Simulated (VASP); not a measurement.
# I (R-3m) in VASP: notebook

The runs below take I through single point, with PBE.

All numbers are computed with VASP 6.6.1; they aren't measurements. Logs are shortened: lines on timing, memory, paths and dates and some standing lists are left out, and cuts for length are marked.

**1. The cell of the first run**

The typed cell holds 2 atoms: a = 4.140 Å, b = 4.140 Å, c = 4.140 Å, α = 59.92°, β = 59.92°, γ = 59.92°.

**2. Single point, PBE**

The input, INCAR:

```
PREC     = Accurate       # precision mode
ENCUT    = 520            # plane-wave cutoff, eV
EDIFF    = 1E-6           # SCF threshold, eV
ISMEAR   = -1             # smearing method
SIGMA    = 0.1            # smearing width, eV
LREAL    = F              # projectors in reciprocal space
LASPH    = T              # aspherical terms in the spheres
NELM     = 80             # most SCF steps
ALGO     = Normal         # electronic algorithm
ISIF     = 2              # what is computed and relaxed
LWAVE    = F              # write WAVECAR
LCHARG   = F              # write CHGCAR
GGA      = PE             # functional
NBANDS   = 14             # bands
```

The input, KPOINTS:

```
regular mesh
0
Gamma
  11 11 11
```

The input, POSCAR:

```
I
1.0
    2.0674304520     -1.1936315280      3.3825027487
    0.0000000000      2.3872630560      3.3825027487
   -2.0674304520     -1.1936315280      3.3825027487
I
2
Direct
    0.2500000000      0.2500000000      0.2500000000
   -0.2500000000     -0.2500000000     -0.2500000000
```

Potentials or basis: VASP PAW PBE potentials, release 64 (I).

Launch:

```bash
> cat potpaw_PBE.64/I/POTCAR > POTCAR
> mpirun -np 1 vasp_std > vasp.out
```

OUTCAR:

```text
PREC = Accurate
   ENCUT = 520
   EDIFF = 1E-6
   ISMEAR = -1
   LREAL = F
   LASPH = T
   NELM = 80
   ISIF = 2
   GGA = PE

 ion  position               nearest neighbor table
   1  0.250  0.250  0.250-   2 2.93   2 2.93   2 2.93   2 2.93   2 2.93   2 2.93
   2  0.750  0.750  0.750-   1 2.93   1 2.93   1 2.93   1 2.93   1 2.93   1 2.93

  LATTYP: Found a trigonal (rhomboedric) cell.
 ALAT       =     4.1400905477
 COS(alpha) =     0.5012623735

  Lattice vectors:

 A1 = (   2.0674304520,  -1.1936315280,   3.3825027487)
 A2 = (   0.0000000000,   2.3872630560,   3.3825027487)
 A3 = (  -2.0674304520,  -1.1936315280,   3.3825027487)

Analysis of symmetry for initial positions (statically):
=====================================================================
 Subroutine PRICEL returns following result:

  LATTYP: Found a trigonal (rhomboedric) cell.
 ALAT       =     2.9256377270
 COS(alpha) =     0.0012639691

  Lattice vectors:

 A1 = (   2.0674304520,   1.1936315280,   1.6912513743)
 A2 = (  -2.0674304520,   1.1936315280,   1.6912513744)
 A3 = (   0.0000000000,  -2.3872630560,   1.6912513743)

   2 primitive cells build up your supercell.

 Routine SETGRP: Setting up the symmetry group for a
 trigonal (rhombohedral) supercell.

 Subroutine GETGRP returns: Found 12 space group operations
 (whereof 12 operations were pure point group operations)
 out of a pool of 12 trial point group operations.

The static configuration has the point symmetry D_3d.

Analysis of symmetry for dynamics (positions and initial velocities):
=====================================================================
 Subroutine PRICEL returns following result:

  LATTYP: Found a trigonal (rhomboedric) cell.
 ALAT       =     2.9256377270
 COS(alpha) =     0.0012639691

  Lattice vectors:

 A1 = (   2.0674304520,   1.1936315280,   1.6912513743)
 A2 = (  -2.0674304520,   1.1936315280,   1.6912513744)
 A3 = (   0.0000000000,  -2.3872630560,   1.6912513743)

   2 primitive cells build up your supercell.

 Routine SETGRP: Setting up the symmetry group for a
 trigonal (rhombohedral) supercell.

 Subroutine GETGRP returns: Found 12 space group operations
 (whereof 12 operations were pure point group operations)
 out of a pool of 12 trial point group operations.

The dynamic configuration has the point symmetry D_3d.

 Subroutine INISYM returns: Found 12 space group operations
 (whereof 12 operations are pure point group operations),
 and found     2 'primitive' translations

----------------------------------------------------------------------------------------

                                     Primitive cell

  volume of cell :      25.0415

  direct lattice vectors                    reciprocal lattice vectors
     2.067430452  1.193631528  1.691251374     0.241846104  0.139629913  0.197092720
    -2.067430452  1.193631528  1.691251374    -0.241846104  0.139629913  0.197092720
     0.000000000 -2.387263056  1.691251374     0.000000000 -0.279259826  0.197092720

  length of vectors
     2.925637727  2.925637727  2.925637727     0.341806365  0.341806365  0.341806365

  position of ions in fractional coordinates (direct lattice)
     0.500000000  0.500000000  0.500000000

  ion indices of the primitive-cell ions
   primitive index   ion index
                 1           1

----------------------------------------------------------------------------------------

 KPOINTS: regular mesh

Automatic generation of k-mesh.
 Grid dimensions read from file:
 generate k-points for:   11   11   11

 Generating k-lattice:

  Cartesian coordinates                     Fractional coordinates (reciprocal lattice)
     0.021986009 -0.012693628  0.008958760     0.090909091  0.000000000 -0.000000000
     0.000000000  0.025387257  0.008958760     0.000000000  0.090909091  0.000000000
    -0.021986009 -0.012693628  0.008958760    -0.000000000  0.000000000  0.090909091

  Length of vectors
     0.026921593  0.026921593  0.026921593

  Shift w.r.t. Gamma in fractional coordinates (k-lattice)
     0.000000000  0.000000000  0.000000000

 Subroutine IBZKPT returns following result:
 ===========================================

 Found    146 irreducible k-points:

 Following reciprocal coordinates:
            Coordinates               Weight
  0.000000  0.000000  0.000000      1.000000
  0.090909  0.000000  0.000000      6.000000
  0.181818  0.000000  0.000000      6.000000
  0.272727  0.000000  0.000000      6.000000
  0.363636  0.000000  0.000000      6.000000
  0.454545  0.000000  0.000000      6.000000
[... 16 lines left out ...]
 -0.272727  0.181818  0.000000     12.000000
 -0.181818  0.181818  0.000000      6.000000
 [... further k-points ...]
   k-points           NKPTS =    146   k-points in BZ     NKDIM =    146   number of bands    NBANDS=     14
   number of dos      NEDOS =    301   number of ions     NIONS =      2
   total plane-waves  NPLWV =  32768
   dimension x,y,z NGX =    32 NGY =   32 NGZ =   32
   dimension x,y,z NGXF=    64 NGYF=   64 NGZF=   64
   ions per type =               2
   NGX,Y,Z   is equivalent  to a cutoff of  12.85, 12.85, 12.85 a.u.
   NGXF,Y,Z  is equivalent  to a cutoff of  25.70, 25.70, 25.70 a.u.
 SYSTEM =  unknown system
   PREC   = accura    normal or accurate (medium, high low for compatibility)
   ISTART =      0    job   : 0-new  1-cont  2-samecut
   ICHARG =      2    charge: 1-file 2-atom 10-const
   ISPIN  =      1    spin polarized calculation?
   LNONCOLLINEAR =      F non collinear calculations
   LSORBIT =      F    spin-orbit coupling
   LASPH  =      T    aspherical Exc in radial PAW
   ENCUT  =  520.0 eV  38.22 Ry    6.18 a.u.   7.70  7.70  7.70*2*pi/ulx,y,z
   NELM   =     80;   NELMIN=  2; NELMDL= -5     # of ELM steps
   EDIFF  = 0.1E-05   stopping-criterion for ELM
   LREAL  =      F    real-space projection
   EDIFFG = 0.1E-04   stopping-criterion for IOM
   NSW    =      0    number of steps for IOM
   IBRION =     -1    ionic relax: 0-MD 1-quasi-New 2-CG
   NFREE  =      0    steps in history (QN), initial steepest desc. (CG)
   ISIF   =      2    stress and relaxation
   ISYM   =      2    0-nonsym 1-usesym 2-fastsym
   POTIM  = 0.5000    time-step for ionic-motion
   TEBEG  =    0.0;   TEEND  =   0.0 temperature during run
   PSTRESS=    0.0 pullay stress
   NELECT =      14.0000    total number of electrons
   NUPDOWN=      -1.0000    fix difference up-down
   EMIN   =  10.00;   EMAX   =-10.00  energy-range for DOS
   EFERMI =   0.00;   METHOD = LEGACY
   ISMEAR =    -1;   SIGMA  =   0.10  broadening in eV -4-tet -1-fermi 0-gaus
   EFERMI_NEDOS =   21; number of points for ismear=-14 and -15
   IALGO  =     38    algorithm
   IMIX   =      4    mixing-type and parameters
     AMIX     =   0.40;   BMIX     =  1.00
     AMIX_MAG =   1.60;   BMIX_MAG =  1.00
  volume/ion in A,a.u.               =      25.04       168.99
  Fermi-wavevector in a.u.,A,eV,Ry     =   1.070419  2.022799 15.589524  1.145798
  Thomas-Fermi vector in A             =   2.206129
   LORBIT       =      0    0 simple, 1 ext, 2 COOP (PROOUT), +10 PAW based schemes
   GGA     = PE    functional components
   LHFCALC =     F    Hartree Fock is set to
   AEXX    =    0.0000 exact exchange contribution
   IVDW    =     0    specifies the selected vdW correction
   LEPSILON=     F    determine dielectric tensor
   LRPA    =     F    only Hartree local field effects (RPA)
 non-spin polarized calculation
  energy-cutoff  :      520.00
  volume of cell :       50.08
 maximum number of plane-waves:      1363
   NGX = 15   NGY = 15   NGZ = 15

 number of electron      14.0000000 magnetization

 Free energy of the ion-electron system (eV)
  ---------------------------------------------------
  ext. energy  EPLUGINS =         0.00000000
  ---------------------------------------------------
  free energy    TOTEN  =         0.22749704 eV

  energy without entropy =        0.26717699  energy(sigma->0) =        0.24733701

 E-fermi :  10.8606     XC(G=0): -10.4838

 val. band max:       10.8454520824   @ k =  -0.4545  -0.4545   0.1818
 cond. band min:      10.8605874564   @ k =   0.3636   0.1818   0.0909
 fundamental gap:      0.0151353741
 Fermi energy:        10.8605681938

 k-point     1 :       0.0000    0.0000    0.0000
  band No.  band energies     occupation
      1      -7.1182      2.00000
      2       0.0823      2.00000
      3       5.1681      2.00000
      4       5.1896      2.00000
      5       5.1896      2.00000
      6      10.3347      1.98965
      7      10.3347      1.98965
      8      10.3447      1.98856
      9      13.7125      0.00000
     10      13.7381      0.00000
     11      13.7381      0.00000
     12      15.5976      0.00000
     13      15.5976      0.00000
     14      16.9001      0.00000

 k-point     2 :       0.0909    0.0000    0.0000
  band No.  band energies     occupation
      1      -7.0259      2.00000
      2      -0.2155      2.00000
      3       5.2006      2.00000
      4       5.2194      2.00000
      5       5.3513      2.00000
      6       9.9764      1.99971
      7       9.9833      1.99969
      8      10.0672      1.99928
      9      13.6862      0.00000
     10      13.8926      0.00000
     11      13.9157      0.00000
     12      16.1200      0.00000
     13      16.1217      0.00000
     14      17.4848      0.00000

 k-point     3 :       0.1818    0.0000    0.0000
  band No.  band energies     occupation
      1      -6.7504      2.00000
      2      -0.9704      2.00000
      3       5.2991      2.00000
      4       5.3162      2.00000
      5       5.7198      2.00000
      6       9.1808      2.00000
      7       9.1843      2.00000
      8       9.4329      2.00000
      9      13.8004      0.00000
     10      14.4149      0.00000
     11      14.4395      0.00000
     12      17.4039      0.00000
     13      17.4088      0.00000
     14      18.7124      0.00000

 k-point     4 :       0.2727    0.0000    0.0000
  band No.  band energies     occupation
      1      -6.2967      2.00000
      2      -1.9487      2.00000
      3       5.4846      2.00000
      4       5.4994      2.00000
      5       6.1214      2.00000
      6       8.2955      2.00000
      7       8.2957      2.00000
      8       8.6959      2.00000
      9      14.3389      0.00000
     10      15.2595      0.00000
     11      15.2859      0.00000
     12      19.0889      0.00000
     13      19.0965      0.00000
     14      19.8386      0.00000

 k-point     5 :       0.3636    0.0000    0.0000
  band No.  band energies     occupation
      1      -5.6741      2.00000
      2      -2.9871      2.00000
      3       5.7798      2.00000
      4       5.7920      2.00000
      5       6.5088      2.00000
      6       7.4712      2.00000
      7       7.4742      2.00000
      8       8.0029      2.00000
      9      15.3288      0.00000
     10      16.3959      0.00000
     11      16.4245      0.00000
[... 276 lines left out ...]
 k-point    22 :      -0.3636    0.1818   -0.0000
  band No.  band energies     occupation
      1      -4.9168      2.00000
      2      -3.6371      2.00000
      3       3.4083      2.00000
      4       5.4214      2.00000
      5       5.7799      2.00000
      6       7.7460      2.00000
      7       8.3874      2.00000
      8      10.9143      0.73775
      9      15.4172      0.00000
     10      16.4268      0.00000
     11      16.4329      0.00000
     12      19.4188      0.00000
     13      20.3530      0.00000
     14      22.0578      0.00000

 k-point    23 :      -0.2727    0.1818    0.0000
  band No.  band energies     occupation
      1      -5.6096      2.00000
      2      -2.7996      2.00000
      3       3.4863      2.00000
      4       6.1478      2.00000
      5       6.4905      2.00000
      6       7.0727      2.00000
      7       7.7658      2.00000
      8      11.2761      0.03089
      9      14.3790      0.00000
     10      15.4065      0.00000
     11      17.6195      0.00000
     12      18.5701      0.00000
     13      18.7094      0.00000
     14      22.5476      0.00000

 k-point    24 :      -0.1818    0.1818    0.0000
  band No.  band energies     occupation
      1      -6.1563      2.00000
      2      -2.0264      2.00000
      3       3.8662      2.00000
      4       6.4352      2.00000
      5       7.0428      2.00000
      6       7.0814      2.00000
      7       7.3449      2.00000
      8      11.1993      0.06538
      9      13.7881      0.00000
     10      14.7259      0.00000
     11      16.9134      0.00000
     12      17.1198      0.00000
     13      19.9479      0.00000
     14      20.6369      0.00000

 [... further k-points ...]

------------------------ aborting loop because EDIFF is reached ----------------------------------------

  FORCE on cell =-STRESS in cart. coord.  units (eV):
  Direction    XX          YY          ZZ          XY          YZ          ZX
  --------------------------------------------------------------------------------------
  -------------------------------------------------------------------------------------
  Total       13.3403473     13.3403473     13.3907834      0.0000000      0.0000000      0.0000000
  in kB      426.7633538    426.7633538    428.3768259      0.0000000      0.0000000      0.0000000
  external PRESSURE =     427.3011778 kB  Pullay stress =       0.0000000 kB

 VOLUME and BASIS-vectors are now :
 -----------------------------------------------------------------------------
  energy-cutoff  :      520.00
  volume of cell :       50.08
      direct lattice vectors                 reciprocal lattice vectors
     2.067430452 -1.193631528  3.382502749     0.241846104 -0.139629913  0.098546360
     0.000000000  2.387263056  3.382502749     0.000000000  0.279259826  0.098546360
    -2.067430452 -1.193631528  3.382502749    -0.241846104 -0.139629913  0.098546360

 POSITION                                       TOTAL-FORCE (eV/Angst)
 -----------------------------------------------------------------------------------
      0.00000      0.00000      2.53688        -0.000000      0.000000     -0.000000
      0.00000      0.00000      7.61063         0.000000     -0.000000      0.000000
 -----------------------------------------------------------------------------------
    total drift:                                0.000000     -0.000000     -0.000000

  FREE ENERGIE OF THE ION-ELECTRON SYSTEM (eV)
  ---------------------------------------------------
  free  energy   TOTEN  =         0.2274970375 eV

  energy  without entropy=        0.2671769889  energy(sigma->0) =        0.24733701
```

Wall time 70 s (1 thread of Intel Xeon Platinum 8259CL at 2.50GHz (Skylake/Cascade Lake), shared host); peak memory 0.23 GiB.

What came out:

```yaml
Free_energy: 0.2275 eV
Pressure: 42.7 GPa
Band_gap_on_the_k_mesh: zero (band 7 reaches 12.50 eV, above the bottom of band 8 at 7.41 eV)
```

Caveat: spin-orbit coupling is left out, which moves the levels of the heavy elements.

**3. Single point, PBE**

The input, INCAR:

```
SYSTEM = I
PREC     = Accurate       ! precision mode
ENCUT    = 520            ! plane-wave cutoff, eV
EDIFF    = 1E-7           ! SCF threshold, eV
ISMEAR   = -1             ! smearing method
SIGMA    = 0.1            ! smearing width, eV
LREAL    = .FALSE.        ! projectors in reciprocal space
LASPH    = .TRUE.         ! aspherical terms in the spheres
NELM     = 80             ! most SCF steps
ALGO     = Normal         ! electronic algorithm
ISIF     = 2              ! what is computed and relaxed
LWAVE    = .FALSE.        ! write WAVECAR
LCHARG   = .FALSE.        ! write CHGCAR
GGA      = PE             ! functional
NBANDS   = 14             ! bands
```

The input, KPOINTS:

```
regular mesh
0
G
  11 11 11
  0 0 0
```

POSCAR is that of step 2.

Potentials or basis: VASP PAW PBE potentials, release 64 (I).

Launch:

```bash
> cat potpaw_PBE.64/I/POTCAR > POTCAR
> mpirun -np 1 vasp_std > vasp.out
```

Run time: 65 s. Hardware: 1 thread of Intel Xeon Platinum 8259CL at 2.50GHz (Skylake/Cascade Lake), shared host; peak memory 0.23 GiB.

It converged, with:

```yaml
Free_energy: 0.2275 eV
Pressure: 42.7 GPa
Band_gap_on_the_k_mesh: zero (band 7 reaches 12.50 eV, above the bottom of band 8 at 7.41 eV)
```

Stress tensor (GPa, compression positive):
```
42.67  0.00  0.00
 0.00 42.67  0.00
 0.00  0.00 42.84
```

Levels at points of the mesh, in eV from the Fermi level:
```tsv
k point	band 5	band 6	band 7	band 8	band 9	band 10
(0.00, 0.00, 0.00)	-5.67	-0.53	-0.53	-0.52	2.85	2.88
```

Caveat: spin-orbit coupling is left out, which moves the levels of the heavy elements.

**4. Single point, PBE**

This run uses another cell than the first one, of 28.38 Å³/atom, 1.133 times its volume.

The input, INCAR:

```
SYSTEM = I
ALGO = Normal
EDIFF = 1E-6
ENCUT = 520
GGA = PE
ISIF = 2
ISMEAR = -1
LASPH = .TRUE.
LCHARG = .TRUE.
LELF = .TRUE.
LREAL = .FALSE.
LVHAR = .TRUE.
LWAVE = .FALSE.
NBANDS = 14
NELM = 80
PREC = Accurate
SIGMA = 0.1
```

The input, KPOINTS:

```
k-points
0
G
  11 11 11
  0 0 0
```

The input, POSCAR:

```
I
1.0
    2.1555104350     -1.2444845299      3.5266095477
    0.0000000000      2.4889690598      3.5266095477
   -2.1555104350     -1.2444845299      3.5266095477
I
2
Direct
    0.2500000000      0.2500000000      0.2500000000
   -0.2500000000     -0.2500000000     -0.2500000000
```

Launch:

```bash
> cat potpaw_PBE.64/I/POTCAR > POTCAR
> mpirun -np 1 vasp_std > vasp.out
```

It took 63 s on 1 thread of Intel Xeon Platinum 8259CL at 2.50GHz (Skylake/Cascade Lake), shared host; peak memory 0.24 GiB.

The run converged. Its results:

```
Free energy            : -1.1180 eV
Pressure               : 23.6 GPa
Band gap on the k mesh : zero (band 7 reaches 9.94 eV, above the bottom of band 8 at 5.54 eV)
```

Stress tensor (GPa, compression positive):
```
23.57  0.00  0.00
 0.00 23.57  0.00
 0.00  0.00 23.65
```

Levels at points of the mesh, in eV from the Fermi level:
```tsv
k point	band 4	band 5	band 6	band 7	band 8	band 9	band 10	band 11
(0.00, 0.00, 0.00)	-4.84	-4.84	-0.39	-0.39	-0.38	3.66	3.68	3.68
```

Caveat: spin-orbit coupling is left out, which moves the levels of the heavy elements.
